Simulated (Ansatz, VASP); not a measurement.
# Ni in VASP and in Ansatz

INCAR

```
PREC = Accurate
ENCUT = 520
EDIFF = 1E-6
ISMEAR = -1
SIGMA = 0.05
LREAL = F
LASPH = T
NELM = 150
ALGO = Normal
ISIF = 2
LWAVE = F
LCHARG = F
ISPIN = 2
MAGMOM = 0.672
LORBIT = 11
LMAXMIX = 4
GGA = PE
NBANDS = 15
```

KPOINTS

```
Automatic mesh
0
Gamma
  25 25 25
```

POSCAR

```
Ni
1.0
    0.0000000000      1.8274352899      1.8274352899
    1.8274352899      0.0000000000      1.8274352899
    1.8274352899      1.8274352899      0.0000000000
Ni
1
Direct
    0.0000000000      0.0000000000      0.0000000000
```

Input for Ansatz:

```yaml
crystal:
  lattice:
    - [0.0, 1.8274352899, 1.8274352899]
    - [1.8274352899, 0.0, 1.8274352899]
    - [1.8274352899, 1.8274352899, 0.0]
  atoms:
    - { symbol: Ni, position: [0.0, 0.0, 0.0], spin: 0.672 }
hamiltonian:
  xc: pbe
  pseudopotentials:
    kind: paw
    azcp:
      Ni: "pseudopotentials/Ni.paw.azcp"
basis:
  ecutwfc: 420
  fft_grid_basis: typed
kpoints:
  mp_grid: { grid: [25, 25, 25], shift: [0, 0, 0] }
magnetization:
  spin_polarized: true
scf:
  occupations: { method: fermi_dirac, width: 0.05 }
output:
  stress: true
```

Alike in both runs: task single point; functional PBE; k mesh 25 × 25 × 25; occupations fermi-dirac, width 0.05 eV; collinear spin.

|  | VASP | Ansatz |
| --- | --- | --- |
| version | VASP 6.6.1 | Ansatz 0.2.0 |
| potentials or method | VASP PAW PBE potentials, release 64 (Ni), cutoff 520 eV | plane waves (420 eV) with PAW, scalar-relativistic |
| valence electrons in the cell | 10 | 18 |

```csv
,VASP,Ansatz,Ansatz less VASP
pressure (GPa),-16.8,-17.0,-0.24
net moment per atom (μB),0.65,0.67,+0.019
size of the moment on the site where the two differ most (μB),0.68,0.72,+0.040
```

Site moments also hang on the region over which each program counts them. The functional is the same, so the differences come from potentials, cutoffs and numerics. VASP's potentials hold 10 valence electrons a cell and Ansatz's 18, so a difference there can come from the potentials and not from the codes.
